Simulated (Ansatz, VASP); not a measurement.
**CdAg in VASP and in Ansatz**

```
Cd Ag
1.0
     3.39531    0.00000    0.00000
     0.00000    3.39531    0.00000
     0.00000    0.00000    3.39531
Cd Ag
1 1
Direct
  0.50000 0.50000 0.50000
  0.00000 0.00000 0.00000
```

Change from the starting cell: volume scaled by 1.06.

Alike in both runs: task single point; functional PBEsol; k mesh 12 × 12 × 12; occupations fermi-dirac, width 0.05 eV; no spin polarisation.

|  | VASP | Ansatz |
| --- | --- | --- |
| version | VASP 6.6.1 | Ansatz 0.2.0 |
| potentials or method | VASP PAW PBE potentials, release 64 (Cd, Ag), cutoff 520 eV | all-electron LAPW, scalar-relativistic |

```csv
,VASP,Ansatz,Ansatz less VASP
pressure (GPa),-5.7,-5.9,-0.28
```

VASP's potentials were made for PBE, not for PBEsol. Ansatz ran all-electron here, and VASP with PAW potentials.
